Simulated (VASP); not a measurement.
# Rb (Cmcm) in VASP: notebook, part 2 of 3

VASP 6.6.1. The steps go on from the part before.

### Step 3. Single point, PBE

This run uses another cell than the first one, of 53.29 Å³/atom.

INCAR

```
SYSTEM = Rb
PREC = Accurate ; ENCUT = 520
EDIFF = 1E-6 ; ISMEAR = 0
SIGMA = 0.1 ; LREAL = .False.
LASPH = .True. ; NELM = 100
ALGO = Fast ; ISIF = 2
LWAVE = .False. ; LCHARG = .False.
GGA = PE ; NBANDS = 16
```

KPOINTS

```
Automatic mesh
0
Gamma
  10 10 6
  0 0 0
```

POSCAR

```
Rb
1.0
    2.1077852789     -3.6909045935      0.0000000000
    2.1077852789      3.6909045935      0.0000000000
    0.0000000000      0.0000000000      6.8499139734
Rb
2
Direct
    0.8364589559      0.1635410441      0.7500000000
    0.1635410441      0.8364589559      0.2500000000
```

Potentials or basis: VASP PAW PBE potentials, release 64 (Rb_sv).

The run is started by

```sh
cat potpaw_PBE.64/Rb_sv/POTCAR > POTCAR
mpirun -np 1 vasp_std > vasp.out
```

OUTCAR:

```text
SYSTEM = Rb
   PREC = Accurate
   ENCUT = 520
   EDIFF = 1E-6
   ISMEAR = 0
   LREAL = .False.
   LASPH = .True.
   NELM = 100
   ISIF = 2
   GGA = PE

 ion  position               nearest neighbor table
   1  0.836  0.164  0.750-   2 4.19   2 4.19   2 4.22   2 4.22   2 4.22   2 4.22
   2  0.164  0.836  0.250-   1 4.19   1 4.19   1 4.22   1 4.22   1 4.22   1 4.22

  LATTYP: Found a base centered orthorhombic cell.
 ALAT       =     4.2155705578
 B/A-ratio  =     1.7510818727
 C/A-ratio  =     1.6249079168

  Lattice vectors:

 A1 = (   2.1077852789,  -3.6909045935,   0.0000000000)
 A2 = (   2.1077852789,   3.6909045935,   0.0000000000)
 A3 = (   0.0000000000,   0.0000000000,   6.8499139734)

Analysis of symmetry for initial positions (statically):
=====================================================================
 Subroutine PRICEL returns:
 Original cell was already a primitive cell.

 Routine SETGRP: Setting up the symmetry group for a
 base centered orthorhombic supercell.

 Subroutine GETGRP returns: Found  8 space group operations
 (whereof  4 operations were pure point group operations)
 out of a pool of  8 trial point group operations.

The static configuration has the point symmetry C_2h.
 The point group associated with its full space group is D_2h.

Analysis of symmetry for dynamics (positions and initial velocities):
=====================================================================
 Subroutine PRICEL returns:
 Original cell was already a primitive cell.

 Routine SETGRP: Setting up the symmetry group for a
 base centered orthorhombic supercell.

 Subroutine GETGRP returns: Found  8 space group operations
 (whereof  4 operations were pure point group operations)
 out of a pool of  8 trial point group operations.

The dynamic configuration has the point symmetry C_2h.
 The point group associated with its full space group is D_2h.

 Subroutine INISYM returns: Found  8 space group operations
 (whereof  4 operations are pure point group operations),
[... 115 lines left out ...]
     AMIX     =   0.40;   BMIX     =  1.00
     AMIX_MAG =   1.60;   BMIX_MAG =  1.00
  volume/ion in A,a.u.               =      53.29       359.62
  Fermi-wavevector in a.u.,A,eV,Ry     =   0.904915  1.710041 11.141407  0.818870
  Thomas-Fermi vector in A             =   2.028419
   LORBIT       =      0    0 simple, 1 ext, 2 COOP (PROOUT), +10 PAW based schemes
   GGA     = PE    functional components
   LHFCALC =     F    Hartree Fock is set to
   AEXX    =    0.0000 exact exchange contribution
   IVDW    =     0    specifies the selected vdW correction
   LEPSILON=     F    determine dielectric tensor
   LRPA    =     F    only Hartree local field effects (RPA)
 non-spin polarized calculation
 RMM-DIIS sequential band-by-band and
 Gauss-broadening in eV      SIGMA  =   0.10
  energy-cutoff  :      520.00
  volume of cell :      106.58
 maximum number of plane-waves:      2896
   NGX = 15   NGY = 15   NGZ = 25

 number of electron      18.0000000 magnetization

 Free energy of the ion-electron system (eV)
  ---------------------------------------------------
  ext. energy  EPLUGINS =         0.00000000
  ---------------------------------------------------
  free energy    TOTEN  =        -1.25139824 eV

  energy without entropy =       -1.24013180  energy(sigma->0) =       -1.24576502

 E-fermi :   1.6222     XC(G=0):  -6.9505

 val. band max:        1.6214905904   @ k =   0.3000  -0.0000   0.3333
 cond. band min:       1.6240438295   @ k =   0.5000   0.5000   0.3333
 fundamental gap:      0.0025532391
 Fermi energy:         1.6221726569

 k-point     1 :       0.0000    0.0000    0.0000
  band No.  band energies     occupation
      1     -27.2221      2.00000
      2     -27.1766      2.00000
      3     -11.6333      2.00000
      4     -11.1786      2.00000
      5     -11.1667      2.00000
      6     -11.1057      2.00000
[... 433 lines left out ...]
      3     -11.4963      2.00000
      4     -11.4278      2.00000
      5     -11.3889      2.00000
      6     -11.3322      2.00000
[... 8 lines left out ...]
     15       5.0763      0.00000
     16       6.6860      0.00000

 [... further k-points ...]

------------------------ aborting loop because EDIFF is reached ----------------------------------------

  FORCE on cell =-STRESS in cart. coord.  units (eV):
  Direction    XX          YY          ZZ          XY          YZ          ZX
  --------------------------------------------------------------------------------------
  -------------------------------------------------------------------------------------
  Total        2.6231989      2.6181740      2.6209941      0.0000000      0.0000000      0.0000000
  in kB       39.4336976     39.3581599     39.4005531      0.0000000      0.0000000      0.0000000
  external PRESSURE =      39.3974702 kB  Pullay stress =       0.0000000 kB

 VOLUME and BASIS-vectors are now :
 -----------------------------------------------------------------------------
  energy-cutoff  :      520.00
  volume of cell :      106.58
      direct lattice vectors                 reciprocal lattice vectors
     2.107785279 -3.690904593  0.000000000     0.237215814 -0.135468145  0.000000000
     2.107785279  3.690904593  0.000000000     0.237215814  0.135468145  0.000000000
     0.000000000  0.000000000  6.849913973     0.000000000  0.000000000  0.145987235

 POSITION                                       TOTAL-FORCE (eV/Angst)
 -----------------------------------------------------------------------------------
      2.10779     -2.48368      5.13744         0.000000      0.000803      0.000000
      2.10779      2.48368      1.71248         0.000000     -0.000803     -0.000000
 -----------------------------------------------------------------------------------
    total drift:                               -0.000000     -0.000000     -0.000000

  FREE ENERGIE OF THE ION-ELECTRON SYSTEM (eV)
  ---------------------------------------------------
  free  energy   TOTEN  =        -1.2513982360 eV

  energy  without entropy=       -1.2401317971  energy(sigma->0) =       -1.24576502
```

OSZICAR:

```text
N       E                     dE             d eps       ncg     rms          rms(c)
DAV:   1     0.100834720645E+03    0.10083E+03   -0.76413E+03  3968   0.921E+02
DAV:   2     0.729514238678E+01   -0.93540E+02   -0.90426E+02  5392   0.192E+02
DAV:   3    -0.725644191683E+00   -0.80208E+01   -0.79901E+01  6176   0.522E+01
DAV:   4    -0.125259339490E+01   -0.52695E+00   -0.52688E+00  5840   0.901E+00
DAV:   5    -0.125897981550E+01   -0.63864E-02   -0.63863E-02  5792   0.106E+00    0.348E+00
RMM:   6    -0.125127933666E+01    0.77005E-02   -0.11360E-02  4334   0.561E-01    0.221E+00
RMM:   7    -0.125153018043E+01   -0.25084E-03   -0.25994E-02  4534   0.834E-01    0.171E-01
RMM:   8    -0.125134152188E+01    0.18866E-03   -0.24808E-03  4685   0.276E-01    0.284E-02
RMM:   9    -0.125138634385E+01   -0.44822E-04   -0.45108E-04  6090   0.104E-01    0.264E-02
RMM:  10    -0.125139432600E+01   -0.79821E-05   -0.79669E-05  6803   0.379E-02    0.274E-02
RMM:  11    -0.125140344988E+01   -0.91239E-05   -0.45869E-05  6115   0.402E-02    0.622E-02
RMM:  12    -0.125139801322E+01    0.54367E-05   -0.12018E-04  5181   0.960E-02    0.308E-02
RMM:  13    -0.125139823597E+01   -0.22275E-06   -0.65034E-06  5276   0.172E-02
   1 F= -.12513982E+01 E0= -.12457650E+01  d E =-.112664E-01
```

Wall time 2.6 min (1 thread of Intel Xeon Platinum 8259CL at 2.50GHz (Skylake/Cascade Lake), shared host); peak memory 0.33 GiB.

Results:

```
Free energy            : -1.2514 eV
Pressure               : 3.9 GPa
Band gap on the k mesh : zero (bands 9 and 10 overlap by 2.45 eV)
```

Caveat: the cell stands under pressure.

(Continued in part 3 of 3.)

The gap in the log of VASP goes by the Fermi energy; the results here count the filled bands.